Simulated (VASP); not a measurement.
Wanted: the native input for a VASP 6.6.1 run.

```
Task                   : single point
Functional             : PBE
Potentials or basis    : VASP PAW PBE potentials, release 64 (La)
Cutoff                 : 520 eV
k mesh                 : 18 × 18 × 18
Occupations            : fermi-dirac, width 0.0612256 eV
Spin                   : no spin polarisation
Dipole correction      : no
Further INCAR settings : ALGO = Normal; EDIFF = 1e-06; NBANDS = 12
```

The structure of La lies in POSCAR:

```
La
1.0
   -2.1284102732      2.1284102732      2.1284102732
    2.1284102732     -2.1284102732      2.1284102732
    2.1284102732      2.1284102732     -2.1284102732
La
1
Direct
    0.0000000000      0.0000000000      0.0000000000
```

The input as run:

INCAR

```
PREC = Accurate ; ENCUT = 520
EDIFF = 1E-6 ; ISMEAR = -1
SIGMA = 0.06122561905347299 ; LREAL = False
LASPH = True ; NELM = 100
ALGO = Normal ; ISIF = 2
LWAVE = False ; LCHARG = False
GGA = PE ; NBANDS = 12
```

KPOINTS

```
Automatic mesh
0
Gamma
  18 18 18
```

Potentials or basis: VASP PAW PBE potentials, release 64 (La).

Launch:

```sh
$ cat potpaw_PBE.64/La/POTCAR > POTCAR
$ mpirun -np 1 vasp_std > vasp.out
```

It gave:

```
Pressure : -0.5 GPa
```

Run time: 3.8 min on 1 thread of Intel(R) Xeon(R) Platinum 8375C CPU @ 2.90GHz (Ice Lake), on a shared host, peak memory 0.25 GiB.
